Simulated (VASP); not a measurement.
Wanted: the native input for a VASP 6.6.1 run.

```yaml
Task: single point
Functional: r2SCAN
Potentials_or_basis: VASP PAW PBE potentials, release 64 (Te)
Cutoff: 520 eV
k_mesh: 11 × 11 × 11
Occupations: fermi-dirac, width 0.05 eV
Spin: no spin polarisation
Dipole_correction: no
Further_INCAR_settings: ALGO = Normal; EDIFF = 1e-06; NBANDS = 13
```

Crystal: Te.

```
Te
1.0
    -2.99671    3.92697    1.55535
     2.99671   -3.92697    1.55535
     2.99671    3.92697   -1.55535
Te
2
Direct
  0.99907 0.24907 0.75000
  0.00093 0.75093 0.25000
```

The input as run:

POSCAR

```
Te
1.0
   -2.9967142322      3.9269710573      1.5553545868
    2.9967142322     -3.9269710573      1.5553545868
    2.9967142322      3.9269710573     -1.5553545868
Te
2
Direct
    0.9990709800      0.2490709800      0.7500000000
    0.0009290000      0.7509290200      0.2500000000
```

INCAR.step1

```
  ALGO = Normal
  EDIFF = 1E-4
  ENCUT = 520
  GGA = PE
  ISMEAR = -1
  LASPH = True
  LCHARG = False
  LREAL = False
  LWAVE = True
  NBANDS = 13
  NELM = 80
  PREC = Accurate
  SIGMA = 0.05
```

INCAR.step2

```
  ALGO = Normal
  EDIFF = 1E-6
  ENCUT = 520
  ISIF = 2
  ISMEAR = -1
  ISTART = 1
  LASPH = True
  LCHARG = False
  LMIXTAU = True
  LREAL = False
  LWAVE = False
  METAGGA = R2SCAN
  NBANDS = 13
  NELM = 80
  PREC = Accurate
  SIGMA = 0.05
```

KPOINTS

```
k-points
0
Gamma
  11 11 11
```

Potentials or basis: VASP PAW PBE potentials, release 64 (Te).

Command:

```bash
$ cat potpaw_PBE.64/Te/POTCAR > POTCAR
$ cp INCAR.step1 INCAR
$ mpirun -np 1 vasp_std > vasp.out
$ cp INCAR.step2 INCAR
$ mpirun -np 1 vasp_std > vasp.out
```

It gave:

```json
{
  "Pressure": "-1.5 GPa",
  "Largest force": "0.003 eV/Å",
  "Band gap on the k mesh": "zero (bands 6 and 7 overlap by 3.95 eV)"
}
```

Caveat: the PAW data sets were made with another functional, which shifts forces and pressure a little; spin-orbit coupling is left out, which moves the levels of the heavy elements.

Wall time 9.3 min on 1 thread of Intel(R) Xeon(R) 6975P-C (Granite Rapids), with other jobs on the host, peak memory 0.36 GiB.
